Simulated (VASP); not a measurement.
SrO (kl), 4 atoms in the cell. Symmetry: P6_3/mmc, No. 194, hexagonal system. The conventional cell has a = 4.190 Å, b = 4.190 Å, c = 5.050 Å, α = 90.00°, β = 90.00°, γ = 120.00°. Sr (site symmetry -6m2) has 5 O at 2.42 to 2.52 Å within 3.2 Å. Within 3.2 Å of O (site symmetry -6m2) lie 5 Sr at 2.42 to 2.52 Å. 

| Item | Value |
| --- | --- |
| Program | VASP 6.6.1 |
| Task | single point |
| Functional | LDA |
| Potentials or basis | VASP PAW LDA potentials, release 64 (Sr_sv, O) |
| Cutoff | 520 eV |
| k mesh | 9 × 9 × 6 |
| Occupations | gaussian, width 0.02 eV |
| Spin | no spin polarisation |
| Dipole correction | no |
| Further INCAR settings | ALGO = Normal; EDIFF = 1e-06; NBANDS = 24 |

Potentials or basis: VASP PAW LDA potentials, release 64 (Sr_sv, O).

Run with:

```bash
$ cat potpaw_LDA.64/Sr_sv/POTCAR potpaw_LDA.64/O/POTCAR > POTCAR
$ mpirun -np 1 vasp_std > vasp.out
```

Hardware: 1 thread of Intel(R) Xeon(R) Platinum 8559C (Emerald Rapids), with other jobs on the host.

**Question.** Estimate the wall time of this run.

**Answer.** It took 36 s on 1 thread of Intel(R) Xeon(R) Platinum 8559C (Emerald Rapids), on a shared host, peak memory 0.21 GiB. Counts: scf iterations 14, k points 48.
